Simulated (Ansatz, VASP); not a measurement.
Two plane-wave programs on NbC

File INCAR:

```
SYSTEM = NbC
  ALGO = Normal
  EDIFF = 1E-6
  ENCUT = 600
  GGA = PS
  GGA_COMPAT = .FALSE.
  ISIF = 2
  ISMEAR = 0
  IVDW = 12
  LASPH = .TRUE.
  LCHARG = .FALSE.
  LREAL = .FALSE.
  LWAVE = .FALSE.
  NBANDS = 16
  NELM = 120
  PREC = Accurate
  SIGMA = 0.05
```

KPOINTS

```
k-points
0
G
  10 10 10
  0 0 0
```

File POSCAR:

```
NbC
1.0
    0.0000000000      2.2199283901      2.2199283901
    2.2199283901      0.0000000000      2.2199283901
    2.2199283901      2.2199283901      0.0000000000
Nb C
1 1
Direct
    0.0000000000      0.0000000000      0.0000000000
    0.5000000000      0.5000000000      0.5000000000
```

Input for Ansatz:

```yaml
crystal:
  lattice:
    - [0.0, 2.2199283901, 2.2199283901]
    - [2.2199283901, 0.0, 2.2199283901]
    - [2.2199283901, 2.2199283901, 0.0]
  atoms:
    - { symbol: Nb, position: [0.0, 0.0, 0.0] }
    - { symbol: C, position: [0.5, 0.5, 0.5] }
basis:
  ecutwfc: 420
  ecutrho_ratio: 4
kpoints:
  mp_grid: { grid: [10, 10, 10] }
hamiltonian:
  xc: pbesol
  dispersion: d3bj
scf:
  occupations: { method: gaussian, width: 0.05 }
output:
  forces: true
  stress: true
  eigenvalues: true
```

Alike in both runs: task single point; functional PBEsol; dispersion D3(BJ); k mesh 10 × 10 × 10; occupations gaussian, width 0.05 eV; no spin polarisation.

```csv
,VASP,Ansatz
version,VASP 6.6.1,Ansatz 0.2.0
potentials or method,"VASP PAW PBE potentials, release 64 (Nb_sv, C), cutoff 600 eV","scalar-relativistic, plane waves, PAW"
valence electrons in the cell,17,17
```

Ansatz gave:

| Item | Value |
| --- | --- |
| gap on the k mesh at the Fermi level (eV) | none |
| pressure (GPa) | -4.9 |

Q: Which values does VASP return?

A: gap on the k mesh at the Fermi level (eV): none; pressure (GPa): -5.5.

VASP's potentials were made for PBE, not for PBEsol. A gap of «none» marks a metal or a gap that the smearing closes.
